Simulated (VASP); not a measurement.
# W2C5F (P4/mmm) in VASP: a series of runs

The runs below take W2C5F through single point, with PBE.

Program: VASP 6.6.1. These are calculated values, not measurements. Logs are shortened: lines on timing, memory, paths and dates and some standing lists are left out, and cuts for length are marked.

## Step 1: The cell of the first run

It takes space group P4/mmm (No. 123, tetragonal). Conventional cell: a = 3.155 Å, b = 3.155 Å, c = 6.995 Å, α = 90.00°, β = 90.00°, γ = 90.00°. W (site symmetry 4/mmm) has 12 C at 2.23 to 2.36 Å within 3.0 Å. Within 3.0 Å of W (site symmetry 4/mmm) lie 4 F at 2.23 Å and 8 C at 2.35 Å. C (site symmetry 2mm) has 6 C at 2.23 to 2.36 Å and 4 W at 2.35 to 2.36 Å and 2 F at 2.35 Å within 3.0 Å. Within 3.0 Å of C (site symmetry 4/mmm) lie 4 W at 2.23 Å and 8 C at 2.36 Å. F (site symmetry 4/mmm) has 4 W at 2.23 Å and 8 C at 2.35 Å within 3.0 Å.

## Step 2: Single point, PBE

Input file INCAR:

```
SYSTEM = W2C5F
PREC = Accurate
ENCUT = 520
EDIFF = 1E-6
ISMEAR = 0
SIGMA = 0.1
LREAL = .False.
LASPH = .True.
NELM = 80
ALGO = Normal
ISIF = 2
LWAVE = .False.
LCHARG = .False.
GGA = PE
NBANDS = 38
```

Input file KPOINTS:

```
Automatic mesh
0
Gamma
  6 6 2
  0 0 0
```

Input file POSCAR:

```
W2C5F
1.0
    3.1553869004      0.0000000000      0.0000000000
    0.0000000000      3.1553869004      0.0000000000
    0.0000000000      0.0000000000      6.9949160636
W C F
2 5 1
Direct
    0.0000000000      0.0000000000      0.0000000000
    0.5000000000      0.5000000000      0.5000000000
    0.0000000000      0.5000000000      0.2511806370
    0.5000000000      0.0000000000      0.7488193630
    0.5000000000      0.0000000000      0.2511806370
    0.0000000000      0.5000000000      0.7488193630
    0.5000000000      0.5000000000      0.0000000000
    0.0000000000      0.0000000000      0.5000000000
```

Potentials or basis: VASP PAW PBE potentials, release 64 (W_sv, C, F).

Run with:

```bash
> cat potpaw_PBE.64/W_sv/POTCAR potpaw_PBE.64/C/POTCAR potpaw_PBE.64/F/POTCAR > POTCAR
> mpirun -np 1 vasp_std > vasp.out
```

OUTCAR:

```text
SYSTEM = W2C5F
   PREC = Accurate
   ENCUT = 520
   EDIFF = 1E-6
   ISMEAR = 0
   LREAL = .False.
   LASPH = .True.
   NELM = 80
   ISIF = 2
   GGA = PE

 ion  position               nearest neighbor table
   1  0.000  0.000  0.000-   7 2.23   7 2.23   7 2.23   7 2.23   3 2.36   3 2.36   6 2.36   4 2.36
                             4 2.36   5 2.36   5 2.36   6 2.36
   2  0.500  0.500  0.500-   8 2.23   8 2.23   8 2.23   8 2.23   3 2.35   4 2.35   5 2.35   4 2.35
                             3 2.35   6 2.35   5 2.35   6 2.35
   3  0.000  0.500  0.251-   2 2.35   2 2.35   1 2.36   1 2.36
   4  0.500  0.000  0.749-   2 2.35   2 2.35   1 2.36   1 2.36
   5  0.500  0.000  0.251-   2 2.35   2 2.35   1 2.36   1 2.36
   6  0.000  0.500  0.749-   2 2.35   2 2.35   1 2.36   1 2.36
   7  0.500  0.500  0.000-   1 2.23   1 2.23   1 2.23   1 2.23
   8  0.000  0.000  0.500-   2 2.23   2 2.23   2 2.23   2 2.23

  LATTYP: Found a simple tetragonal cell.
 ALAT       =     3.1553869004
 C/A-ratio  =     2.2168172349

  Lattice vectors:

 A1 = (   3.1553869004,   0.0000000000,   0.0000000000)
 A2 = (   0.0000000000,   3.1553869004,   0.0000000000)
 A3 = (   0.0000000000,   0.0000000000,   6.9949160636)

Analysis of symmetry for initial positions (statically):
=====================================================================
 Subroutine PRICEL returns:
 Original cell was already a primitive cell.

 Routine SETGRP: Setting up the symmetry group for a
 simple tetragonal supercell.

 Subroutine GETGRP returns: Found 16 space group operations
 (whereof 16 operations were pure point group operations)
 out of a pool of 16 trial point group operations.

The static configuration has the point symmetry D_4h.

Analysis of symmetry for dynamics (positions and initial velocities):
=====================================================================
 Subroutine PRICEL returns:
 Original cell was already a primitive cell.

 Routine SETGRP: Setting up the symmetry group for a
 simple tetragonal supercell.

 Subroutine GETGRP returns: Found 16 space group operations
 (whereof 16 operations were pure point group operations)
 out of a pool of 16 trial point group operations.

The dynamic configuration has the point symmetry D_4h.

 Subroutine INISYM returns: Found 16 space group operations
 (whereof 16 operations are pure point group operations),
 and found     1 'primitive' translations

[... 107 lines left out ...]
   ISIF   =      2    stress and relaxation
   ISYM   =      2    0-nonsym 1-usesym 2-fastsym
   POTIM  = 0.5000    time-step for ionic-motion
   TEBEG  =    0.0;   TEEND  =   0.0 temperature during run
   PSTRESS=    0.0 pullay stress
   NELECT =      55.0000    total number of electrons
   NUPDOWN=      -1.0000    fix difference up-down
   EMIN   =  10.00;   EMAX   =-10.00  energy-range for DOS
   EFERMI =   0.00;   METHOD = LEGACY
   ISMEAR =     0;   SIGMA  =   0.10  broadening in eV -4-tet -1-fermi 0-gaus
   EFERMI_NEDOS =   21; number of points for ismear=-14 and -15
   IALGO  =     38    algorithm
   IMIX   =      4    mixing-type and parameters
     AMIX     =   0.40;   BMIX     =  1.00
     AMIX_MAG =   1.60;   BMIX_MAG =  1.00
  volume/ion in A,a.u.               =       8.71        58.75
  Fermi-wavevector in a.u.,A,eV,Ry     =   1.513212  2.859556 31.154769  2.289811
  Thomas-Fermi vector in A             =   2.623033
   LORBIT       =      0    0 simple, 1 ext, 2 COOP (PROOUT), +10 PAW based schemes
   GGA     = PE    functional components
   LHFCALC =     F    Hartree Fock is set to
   AEXX    =    0.0000 exact exchange contribution
   IVDW    =     0    specifies the selected vdW correction
   LEPSILON=     F    determine dielectric tensor
   LRPA    =     F    only Hartree local field effects (RPA)
 non-spin polarized calculation
 Gauss-broadening in eV      SIGMA  =   0.10
  energy-cutoff  :      520.00
  volume of cell :       69.64
 maximum number of plane-waves:      1904
 NGX is ok and might be reduce to    24
   NGX = 11   NGY = 11   NGZ = 27

 number of electron      54.9999997 magnetization

 Free energy of the ion-electron system (eV)
  ---------------------------------------------------
  ext. energy  EPLUGINS =         0.00000000
  ---------------------------------------------------
  free energy    TOTEN  =       -59.33011796 eV

  energy without entropy =      -59.30280965  energy(sigma->0) =      -59.31646380

 E-fermi :  10.2584     XC(G=0): -13.3995

 val. band max:       10.2377300741   @ k =   0.5000   0.3333   0.5000
 cond. band min:      10.2688749880   @ k =   0.0000   0.0000   0.5000
 fundamental gap:      0.0311449139
 Fermi energy:        10.2583871505

 k-point     1 :       0.0000    0.0000    0.0000
  band No.  band energies     occupation
      1     -65.4269      2.00000
      2     -65.0537      2.00000
      3     -29.5979      2.00000
      4     -29.5979      2.00000
      5     -29.3888      2.00000
      6     -29.1958      2.00000
[... 809 lines left out ...]
     37      15.9387      0.00000
     38      15.9959      0.00000

------------------------ aborting loop because EDIFF is reached ----------------------------------------

  FORCE on cell =-STRESS in cart. coord.  units (eV):
  Direction    XX          YY          ZZ          XY          YZ          ZX
  --------------------------------------------------------------------------------------
  -------------------------------------------------------------------------------------
  Total        0.4406133      0.4406133      0.2378621      0.0000000     -0.0000000      0.0000000
  in kB       10.1363222     10.1363222      5.4720251      0.0000000     -0.0000000      0.0000000
  external PRESSURE =       8.5815565 kB  Pullay stress =       0.0000000 kB

 VOLUME and BASIS-vectors are now :
 -----------------------------------------------------------------------------
  energy-cutoff  :      520.00
  volume of cell :       69.64
      direct lattice vectors                 reciprocal lattice vectors
     3.155386900  0.000000000  0.000000000     0.316918347  0.000000000  0.000000000
     0.000000000  3.155386900  0.000000000     0.000000000  0.316918347  0.000000000
     0.000000000  0.000000000  6.994916064     0.000000000  0.000000000  0.142960972

 POSITION                                       TOTAL-FORCE (eV/Angst)
 -----------------------------------------------------------------------------------
      0.00000      0.00000      0.00000         0.000000     -0.000000      0.000000
      1.57769      1.57769      3.49746         0.000000     -0.000000      0.000000
      0.00000      1.57769      1.75699        -0.000000     -0.000000     -0.004689
      1.57769      0.00000      5.23793        -0.000000      0.000000      0.004689
      1.57769      0.00000      1.75699         0.000000     -0.000000     -0.004689
      0.00000      1.57769      5.23793         0.000000      0.000000      0.004689
      1.57769      1.57769      0.00000         0.000000     -0.000000      0.000000
      0.00000      0.00000      3.49746         0.000000     -0.000000      0.000000
 -----------------------------------------------------------------------------------
    total drift:                                0.000000      0.000000     -0.000000

  FREE ENERGIE OF THE ION-ELECTRON SYSTEM (eV)
  ---------------------------------------------------
  free  energy   TOTEN  =       -59.3301179562 eV

  energy  without entropy=      -59.3028096483  energy(sigma->0) =      -59.31646380
```

Wall time 48 s (1 thread of Intel Xeon Platinum 8259CL at 2.50GHz (Skylake/Cascade Lake), shared host); peak memory 0.2 GiB.

What came out:

```
Free energy   : -59.3301 eV
Pressure      : 0.9 GPa
Largest force : 0.005 eV/Å
```

Forces on the atoms (eV/Å):
```
W    0.000  0.000  0.000
W    0.000  0.000  0.000
C    0.000  0.000 -0.005
C    0.000  0.000  0.005
C    0.000  0.000 -0.005
C    0.000  0.000  0.005
C    0.000  0.000  0.000
F    0.000  0.000  0.000
```

Stress tensor (GPa, compression positive):
```
1.01 0.00 0.00
0.00 1.01 0.00
0.00 0.00 0.55
```

Caveat: the k points lie up to 0.45 Å⁻¹ apart; spin-orbit coupling is left out, which moves the levels of the heavy elements; an odd number of electrons without spin polarisation forces a metal; a magnetic or distorted state may lie lower.

## Step 3: Single point, PBE

This run uses another cell than the first one, of 12.76 Å³/atom, 1.466 times its volume.

Input file INCAR:

```
PREC     = Accurate       # precision mode
ENCUT    = 520            # plane-wave cutoff, eV
EDIFF    = 1E-7           # SCF threshold, eV
ISMEAR   = 0              # smearing method
SIGMA    = 0.1            # smearing width, eV
LREAL    = False          # projectors in reciprocal space
LASPH    = True           # aspherical terms in the spheres
NELM     = 100            # most SCF steps
ALGO     = Normal         # electronic algorithm
ISIF     = 2              # what is computed and relaxed
LWAVE    = False          # write WAVECAR
LCHARG   = False          # write CHGCAR
GGA      = PE             # functional
NBANDS   = 38             # bands
```

Input file KPOINTS:

```
Automatic mesh
0
Gamma
  6 6 2
```

Input file POSCAR:

```
W2C5F
1.0
    3.5979127300      0.0000000000      0.0000000000
    0.0000000000      3.5979127300      0.0000000000
    0.0000000000      0.0000000000      7.8885121400
W C F
2 5 1
Direct
    0.0000000000      0.0000000000      0.0000000000
    0.5000000000      0.5000000000      0.5000000000
    0.0000000000      0.5000000000      0.2623090100
    0.5000000000      0.0000000000      0.7376909900
    0.5000000000      0.0000000000      0.2623090100
    0.0000000000      0.5000000000      0.7376909900
    0.5000000000      0.5000000000      0.0000000000
    0.0000000000      0.0000000000      0.5000000000
```

Potentials or basis: VASP PAW PBE potentials, release 64 (W_sv, C, F).

Run with:

```bash
> cat potpaw_PBE.64/W_sv/POTCAR potpaw_PBE.64/C/POTCAR potpaw_PBE.64/F/POTCAR > POTCAR
> mpirun -np 1 vasp_std > vasp.out
```

Run time: 2.1 min. Hardware: 1 thread of Intel Xeon Platinum 8259CL at 2.50GHz (Skylake/Cascade Lake), shared host; peak memory 0.24 GiB.

The run converged. Its results:

| Quantity | Value |
| --- | --- |
| Free energy | -52.9316 eV |
| Pressure | -44.9 GPa |
| Largest force | 0.093 eV/Å |

Forces on the atoms (eV/Å):
```
W    0.000  0.000  0.000
W    0.000  0.000  0.000
C    0.000  0.000  0.093
C    0.000  0.000 -0.093
C    0.000  0.000  0.093
C    0.000  0.000 -0.093
C    0.000  0.000  0.000
F    0.000  0.000  0.000
```

Stress tensor (GPa, compression positive):
```
-46.63   0.00   0.00
  0.00 -46.63   0.00
  0.00   0.00 -41.43
```

Levels at points of the mesh, in eV from the Fermi level:
```csv
k point,band 24,band 25,band 26,band 27,band 28,band 29,band 30,band 31
"(0.00, 0.00, 0.00)",-1.99,-0.62,-0.48,-0.41,-0.41,0.05,0.17,0.17
"(0.50, 0.00, 0.00)",-1.58,-1.41,-1.27,-0.16,0.12,0.31,0.42,0.91
"(0.50, 0.50, 0.00)",-2.58,-2.18,-0.14,0.57,0.96,0.98,1.31,1.38
"(0.00, 0.00, 0.50)",-2.25,-1.52,-0.55,-0.55,-0.54,0.05,0.19,1.04
"(0.50, 0.00, 0.50)",-1.36,-1.30,-0.51,-0.01,0.08,0.17,0.34,0.59
"(0.50, 0.50, 0.50)",-1.71,-1.71,0.02,0.02,0.06,0.24,0.57,0.96
```

Caveat: the k points lie up to 0.40 Å⁻¹ apart; spin-orbit coupling is left out, which moves the levels of the heavy elements; an odd number of electrons without spin polarisation forces a metal; a magnetic or distorted state may lie lower.

[end of part 1 of 2]
